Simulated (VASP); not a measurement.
# Pd in VASP: further runs, part 3 of 3

VASP 6.6.1.

**5. Electric field gradients, PBEsol (volume scaled by 0.96)**

Input file INCAR:

```
SYSTEM = Pd
  PREC = Accurate
  ENCUT = 520
  EDIFF = 1E-8
  ISMEAR = -1
  SIGMA = 0.05
  LREAL = .FALSE.
  LASPH = .TRUE.
  NELM = 100
  ALGO = Normal
  ISIF = 2
  LWAVE = .FALSE.
  LCHARG = .FALSE.
  GGA = PS
  LEFG = .TRUE.
  NBANDS = 11
```

Input file KPOINTS:

```
Automatic mesh
0
G
  18 18 18
  0 0 0
```

Input file POSCAR:

```
Pd
1.0
    0.0000000000      1.9186143454      1.9186143454
    1.9186143454      0.0000000000      1.9186143454
    1.9186143454      1.9186143454      0.0000000000
Pd
1
Direct
    0.0000000000      0.0000000000      0.0000000000
```

Potentials or basis: VASP PAW PBE potentials, release 64 (Pd).

On the command line:

```bash
$ cat potpaw_PBE.64/Pd/POTCAR > POTCAR
$ mpirun -np 1 vasp_std > vasp.out
```

OUTCAR:

```text
SYSTEM = Pd
   PREC = Accurate
   ENCUT = 520
   EDIFF = 1E-8
   ISMEAR = -1
   LREAL = .FALSE.
   LASPH = .TRUE.
   NELM = 100
   ISIF = 2
   GGA = PS

 ion  position               nearest neighbor table
   1  0.000  0.000  0.000-

  LATTYP: Found a face centered cubic cell.
 ALAT       =     3.8372286908

  Lattice vectors:

 A1 = (   0.0000000000,   1.9186143454,   1.9186143454)
 A2 = (   1.9186143454,   0.0000000000,   1.9186143454)
 A3 = (   1.9186143454,   1.9186143454,   0.0000000000)

Analysis of symmetry for initial positions (statically):
=====================================================================
 Subroutine PRICEL returns:
 Original cell was already a primitive cell.

 Routine SETGRP: Setting up the symmetry group for a
 face centered cubic supercell.

 Subroutine GETGRP returns: Found 48 space group operations
 (whereof 48 operations were pure point group operations)
 out of a pool of 48 trial point group operations.

The static configuration has the point symmetry O_h .

Analysis of symmetry for dynamics (positions and initial velocities):
=====================================================================
 Subroutine PRICEL returns:
 Original cell was already a primitive cell.

 Routine SETGRP: Setting up the symmetry group for a
 face centered cubic supercell.

 Subroutine GETGRP returns: Found 48 space group operations
 (whereof 48 operations were pure point group operations)
 out of a pool of 48 trial point group operations.

The dynamic configuration has the point symmetry O_h .

 Subroutine INISYM returns: Found 48 space group operations
 (whereof 48 operations are pure point group operations),
[... 149 lines left out ...]
  band No.  band energies     occupation
      1       2.7877      2.00000
      2       7.3131      2.00000
      3       7.3131      2.00000
      4       7.3131      2.00000
      5       9.0651      2.00000
      6       9.0651      2.00000
      7      27.5084      0.00000
      8      32.5284      0.00000
      9      32.5284      0.00000
     10      32.5284      0.00000
     11      36.3140      0.00000
[... 309 lines left out ...]
 k-point    24 :      -0.2222    0.0556    0.0000
  band No.  band energies     occupation
      1       4.5578      2.00000
      2       7.0591      2.00000
      3       7.6606      2.00000
      4       7.6994      2.00000
      5       8.9260      2.00000
      6       9.4939      2.00000
      7      25.5943      0.00000
      8      28.7037      0.00000
      9      33.0243      0.00000
     10      35.2832      0.00000
     11      35.7693      0.00000

 [... further k-points ...]
[... 5 lines left out ...]
  --------------------------------------------------------------------------------------
  -------------------------------------------------------------------------------------
  Total        0.5450071      0.5450071      0.5450071     -0.0000000     -0.0000000     -0.0000000
  in kB       61.8186742     61.8186742     61.8186742     -0.0000000     -0.0000000     -0.0000000
  external PRESSURE =      61.8186742 kB  Pullay stress =       0.0000000 kB

 VOLUME and BASIS-vectors are now :
 -----------------------------------------------------------------------------
  energy-cutoff  :      520.00
  volume of cell :       14.13
      direct lattice vectors                 reciprocal lattice vectors
     0.000000000  1.918614345  1.918614345    -0.260604744  0.260604744  0.260604744
     1.918614345  0.000000000  1.918614345     0.260604744 -0.260604744  0.260604744
     1.918614345  1.918614345  0.000000000     0.260604744  0.260604744 -0.260604744

 POSITION                                       TOTAL-FORCE (eV/Angst)
 -----------------------------------------------------------------------------------
      0.00000      0.00000      0.00000         0.000000      0.000000      0.000000
 -----------------------------------------------------------------------------------
    total drift:                                0.000000      0.000000     -0.000000

  FREE ENERGIE OF THE ION-ELECTRON SYSTEM (eV)
  ---------------------------------------------------
  free  energy   TOTEN  =        -5.9652595668 eV

  energy  without entropy=       -5.9481770195  energy(sigma->0) =       -5.95671829

 Electric field gradients (V/A^2)
---------------------------------------------------------------------
 ion       V_xx      V_yy      V_zz      V_xy      V_xz      V_yz
---------------------------------------------------------------------
   1       0.000     0.000    -0.000     0.000     0.000     0.000
---------------------------------------------------------------------

 Electric field gradients after diagonalization (V/A^2)
 (convention: |V_zz| > |V_xx| > |V_yy|)
----------------------------------------------------------------------
 ion       V_xx      V_yy      V_zz     asymmetry (V_yy - V_xx)/ V_zz
----------------------------------------------------------------------
   1      -0.000    -0.000     0.001       0.000
----------------------------------------------------------------------

           NMR quadrupolar parameters

 Cq : quadrupolar parameter    Cq=e*Q*V_zz/h
 eta: asymmetry parameters     (V_yy - V_xx)/ V_zz
 Q  : nuclear electric quadrupole moment in mb (millibarn)
----------------------------------------------------------------------
 ion       Cq(MHz)       eta       Q (mb)
----------------------------------------------------------------------
   1       0.000       0.000       1.000
----------------------------------------------------------------------
```

It took 21 s on 1 thread of Intel Xeon 6975P-C, shared host; peak memory 0.15 GiB.

What came out:

| Item | Value |
| --- | --- |
| Free energy | -5.9653 eV |
| Pressure | 6.2 GPa |
| Band gap on the k mesh | zero (band 5 reaches 10.70 eV, above the bottom of band 6 at 8.99 eV) |

Levels at points of the mesh, in eV from the Fermi level:
```
           k point  band 1  band 2  band 3  band 4  band 5  band 6  band 7  band 8  band 9  band 10
(0.00, 0.00, 0.00)   -7.59   -3.07   -3.07   -3.07   -1.32   -1.32   17.13   22.15   22.15    22.15
(0.50, 0.00, 0.00)   -5.70   -3.12   -3.12   -0.02   -0.02    0.81    7.61   16.50   21.42    21.42
(0.50, 0.50, 0.00)   -5.82   -5.51   -0.05    0.32    0.32    3.24   11.17   13.34   13.34    22.11
```

Caveat: without QUAD_EFG the Cq values of the log hold for a quadrupole moment of 1 mb, not for the nuclei; the PAW data sets were made with another functional, which shifts forces and pressure a little.

**6. Overview**

| cell | gap on the mesh (eV) | pressure (GPa) |
| --- | --- | --- |
| a = 2.737, b = 2.737, c = 2.751 Å, angles 59.8, 59.8, 60.3°, 1 atom | none | -0.6 |
| a = 2.778, b = 2.778, c = 2.751 Å, angles 60.3, 60.3, 59.3°, 1 atom | none | -6.1 |
| a = 2.713 Å, angles 60.0°, 1 atom | none | 6.2 |

Alike in all rows: task electric field gradients; level PBEsol; potentials or basis VASP PAW PBE potentials, release 64 (Pd); no spin polarisation; k mesh 18 × 18 × 18; cutoff (eV) 520; smearing fermi-dirac 0.05 eV.

Caveats: the PAW data sets were made with another functional, which shifts forces and pressure a little.

Total energies depend on the potentials used, so only differences within one code and one set of settings carry meaning.
